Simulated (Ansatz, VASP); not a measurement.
Hg in VASP and in Ansatz

```
CELL_PARAMETERS angstrom
2.89086 0.00000 0.00000
0.00000 2.89086 0.00000
0.00000 0.00000 2.89086
ATOMIC_POSITIONS crystal
Hg 0.00000 0.00000 0.00000
```

Alike in both runs: functional LDA; k mesh 14 × 14 × 14; occupations fermi-dirac, width 0.05 eV; no spin polarisation.

Ansatz relaxed the structure, and its values are those at the end. VASP's run is a single point on that final structure, the one shown.

```csv
,VASP,Ansatz
version,VASP 6.6.1,Ansatz 0.2.0
potentials or method,"VASP PAW LDA potentials, release 64 (Hg)","PAW with Ansatz's default frozen-core files, scalar-relativistic"
plane-wave cutoff (eV),520,420
valence electrons in the cell,12,20
```

|  | VASP | Ansatz | Ansatz less VASP |
| --- | --- | --- | --- |
| pressure (GPa) | 0.8 | 0.0 | -0.76 |

LDA's correlation is that of Perdew and Zunger in VASP and of Perdew and Wang (1992) in Ansatz. VASP's potentials hold 12 valence electrons a cell and Ansatz's 20, so a difference there can come from the potentials and not from the codes.

Spin-orbit coupling is off throughout.
